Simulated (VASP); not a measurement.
A run of VASP 6.6.1 is set up as follows.

The input INCAR:

```
PREC = Accurate ; ENCUT = 520
EDIFF = 1E-6 ; ISMEAR = 0
SIGMA = 0.1 ; LREAL = F
LASPH = T ; NELM = 150
ALGO = Fast ; ISIF = 2
LWAVE = F ; LCHARG = F
ISPIN = 2 ; MAGMOM = 4 2 2 -2
LORBIT = 11 ; LMAXMIX = 4
GGA = PE ; NBANDS = 31
```

Contents of KPOINTS:

```
Automatic mesh
0
Gamma
  6 6 6
```

POSCAR

```
FeNi3
1.0
    4.8446920336     -0.0000002878      0.0000000000
   -2.4223462660      4.1956262308      0.0000000000
    0.0000000000      0.0000000000      2.3775297363
Fe Ni
1 3
Direct
    0.0000000000      0.0000000000      0.5000000000
    0.5000000000      0.0000000000      0.5000000000
    0.0000000000      0.5000000000      0.5000000000
    0.5000000000      0.5000000000      0.5000000000
```

Potentials or basis: VASP PAW PBE potentials, release 64 (Fe, Ni).

Launch:

```console
$ cat potpaw_PBE.64/Fe/POTCAR potpaw_PBE.64/Ni/POTCAR > POTCAR
$ mpirun -np 1 vasp_std > vasp.out
```

Problem. Estimate the site moments.

Solution. Fe +2.73; Ni +0.46 μB.

Problem. Predict the net moment.

Solution. 4.09 μB per cell.

Stress tensor (GPa, compression positive):
```
-0.09  0.00  0.00
 0.00 -0.10  0.00
 0.00  0.00 -0.47
```

Caveat: the k points lie up to 0.44 Å⁻¹ apart.
